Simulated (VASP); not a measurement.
Here is a VASP 6.6.1 calculation.

POSCAR

```
B
1.0
    3.6474931493      0.0000000000      0.0000000000
    0.0000000000      3.6474931493      0.0000000000
    0.0000000000      0.0000000000      3.6474931493
B
8
Direct
    0.0000000000      1.0000000000      1.0000000000
    0.5000000000      0.5000000000      0.5000000000
    0.2500000000      0.0000000000      0.5000000000
    0.7500000000      0.0000000000      0.5000000000
    0.5000000000      0.2500000000      1.0000000000
    0.5000000000      0.7500000000      0.0000000000
    1.0000000000      0.5000000000      0.2500000000
    1.0000000000      0.5000000000      0.7500000000
```

The input INCAR.step1:

```
SYSTEM = B
PREC = Accurate
ENCUT = 520
ISMEAR = -1
SIGMA = 0.1
LREAL = .FALSE.
LASPH = .TRUE.
NELM = 100
NBANDS = 22
GGA = PE
ALGO = Normal
EDIFF = 1E-4
LWAVE = .TRUE.
LCHARG = .FALSE.
```

The input INCAR.step2:

```
SYSTEM = B
PREC = Accurate
ENCUT = 520
EDIFF = 1E-6
ISMEAR = -1
SIGMA = 0.1
LREAL = .FALSE.
LASPH = .TRUE.
NELM = 100
ALGO = Normal
ISIF = 2
LWAVE = .FALSE.
LCHARG = .FALSE.
METAGGA = R2SCAN
LMIXTAU = .TRUE.
NBANDS = 22
ISTART = 1
```

Contents of KPOINTS:

```
regular mesh
0
G
  9 9 9
  0 0 0
```

Potentials or basis: VASP PAW PBE potentials, release 64 (B).

Launch:

```bash
$ cat potpaw_PBE.64/B/POTCAR > POTCAR
$ cp INCAR.step1 INCAR
$ mpirun -np 1 vasp_std > vasp.out
$ cp INCAR.step2 INCAR
$ mpirun -np 1 vasp_std > vasp.out
```

Estimate the pressure.

-0.5 GPa.

Estimate the band gap on the k mesh.

zero (band 12 reaches 14.19 eV, above the bottom of band 13 at 9.34 eV).

Caveat: the PAW data sets were made with another functional, which shifts forces and pressure a little.
